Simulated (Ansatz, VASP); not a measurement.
**One calculation of ZrO2, two programs**

Contents of INCAR:

```
SYSTEM = ZrO2
PREC = Accurate
ENCUT = 600
EDIFF = 1E-6
ISMEAR = 0
SIGMA = 0.01
LREAL = .FALSE.
LASPH = .TRUE.
NELM = 120
ALGO = Normal
ISIF = 2
LWAVE = .FALSE.
LCHARG = .FALSE.
GGA = PS
NBANDS = 19
GGA_COMPAT = .FALSE.
```

KPOINTS

```
regular mesh
0
G
  8 8 8
  0 0 0
```

File POSCAR:

```
ZrO2
1.0
    0.0000000000      2.5350000000      2.5350000000
    2.5350000000      0.0000000000      2.5350000000
    2.5350000000      2.5350000000      0.0000000000
Zr O
1 2
Direct
    0.0000000000      0.0000000000      0.0000000000
    0.2500000000      0.2500000000      0.2500000000
    0.7500000000      0.7500000000      0.7500000000
```

Input for Ansatz:

```yaml
crystal:
  lattice:
    - [0.0, 2.535, 2.535]
    - [2.535, 0.0, 2.535]
    - [2.535, 2.535, 0.0]
  atoms:
    - { symbol: Zr, position: [0.0, 0.0, 0.0] }
    - { symbol: O, position: [0.25, 0.25, 0.25] }
    - { symbol: O, position: [0.75, 0.75, 0.75] }
basis:
  ecutwfc: 420.0
kpoints:
  mp_grid:
    grid: [8, 8, 8]
    shift: [0.0, 0.0, 0.0]
hamiltonian:
  xc: pbesol
scf:
  occupations:
    method: fixed
output:
  optics:
    de: 0.1
    scissors: 1.0
    nscf_kmesh:
      grid: [10, 10, 10]
```

Alike in both runs: task single point; functional PBEsol; k mesh 8 × 8 × 8; no spin polarisation.

```csv
,VASP,Ansatz
version,VASP 6.6.1,Ansatz 0.2.0
potentials or method,"VASP PAW PBE potentials, release 64 (Zr_sv, O), cutoff 600 eV","plane waves, PAW"
occupations,"gaussian, width 0.01 eV",fixed
valence electrons in the cell,24,24
```

Ansatz gave:

| Quantity | Value |
| --- | --- |
| gap on the k mesh at the Fermi level (eV) | 3.32 |

Question: Which values does VASP return?

Answer: gap on the k mesh at the Fermi level (eV): 3.31.

VASP's potentials were made for PBE, not for PBEsol.
